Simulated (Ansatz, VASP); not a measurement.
**Two plane-wave programs on Ru**

File INCAR:

```
SYSTEM = Ru
PREC = Accurate ; ENCUT = 600
EDIFF = 1E-7 ; ISMEAR = 0
SIGMA = 0.1 ; LREAL = .FALSE.
LASPH = .TRUE. ; NELM = 80
ALGO = Normal ; ISIF = 3
LWAVE = .FALSE. ; LCHARG = .FALSE.
GGA = PS ; IBRION = 2
NSW = 100 ; EDIFFG = -0.005
```

Contents of KPOINTS:

```
Automatic mesh
0
G
  18 18 18
  0 0 0
```

POSCAR

```
Ru
1.0
    0.0000000000      1.8956891339      1.8956891339
    1.8956891339      0.0000000000      1.8956891339
    1.8956891339      1.8956891339      0.0000000000
Ru
1
Direct
    0.0000000000      0.0000000000      0.0000000000
```

Input for Ansatz:

```yaml
crystal:
  lattice:
    - [0.0, 1.8956891339, 1.8956891339]
    - [1.8956891339, 0.0, 1.8956891339]
    - [1.8956891339, 1.8956891339, 0.0]
  atoms:
    - { symbol: Ru, position: [0.0, 0.0, 0.0] }
basis:
  ecutwfc: 420
kpoints:
  mp_grid: { grid: [18, 18, 18] }
hamiltonian:
  xc: pbesol
scf:
  occupations: { method: gaussian, width: 0.1 }
output:
  forces: true
  stress: true
  eigenvalues: true
relax:
  adjacent_minimum: "off"
  f_tol: 0.005
  max_steps: 80
  cell: { stress_tol: 0.05 }
```

Alike in both runs: task relaxation of cell and atoms; functional PBEsol; k mesh 18 × 18 × 18; occupations gaussian, width 0.1 eV; no spin polarisation.

|  | VASP | Ansatz |
| --- | --- | --- |
| version | VASP 6.6.1 | Ansatz 0.2.0 |
| potentials or method | VASP PAW PBE potentials, release 64 (Ru_pv), cutoff 600 eV | scalar-relativistic, plane waves, PAW |
| valence electrons in the cell | 14 | 16 |

```csv
,VASP,Ansatz,Ansatz less VASP
"gap on the k mesh at the Fermi level, each at its own relaxed structure (eV)",none,none,-
relaxed volume (Å³/atom),13.37,13.38,+0.002
relaxed cell length with the largest relative difference (Å),2.664,2.664,+0.0001
```

VASP's potentials were made for PBE, not for PBEsol. A gap of «none» marks a metal or a gap that the smearing closes. VASP's potentials hold 14 valence electrons a cell and Ansatz's 16, so a difference there can come from the potentials and not from the codes.
